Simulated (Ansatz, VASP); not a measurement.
# ZnAu: VASP beside Ansatz

```
CELL_PARAMETERS angstrom
3.21328 0.00000 0.00000
0.00000 3.21328 0.00000
0.00000 0.00000 3.21328
ATOMIC_POSITIONS crystal
Zn 0.50000 0.50000 0.50000
Au 0.00000 0.00000 0.00000
```

Alike in both runs: task single point; functional PBE; k mesh 14 × 14 × 14; occupations gaussian, width 0.1 eV; no spin polarisation.

```csv
,VASP,Ansatz
version,VASP 6.6.1,Ansatz 0.2.0
potentials or method,"VASP PAW PBE potentials, release 64 (Zn, Au), cutoff 520 eV","scalar-relativistic, plane waves, PAW"
valence electrons in the cell,23,31
```

|  | VASP | Ansatz | Ansatz less VASP |
| --- | --- | --- | --- |
| gap on the k mesh at the Fermi level (eV) | none | none | - |
| pressure (GPa) | -2.7 | -2.7 | -0.03 |

A gap of «none» marks a metal or a gap that the smearing closes. With one functional, cell and mesh, what is left measures potentials, basis and numerics. VASP's potentials hold 23 valence electrons a cell and Ansatz's 31, so a difference there can come from the potentials and not from the codes.

Spin-orbit coupling is off throughout.
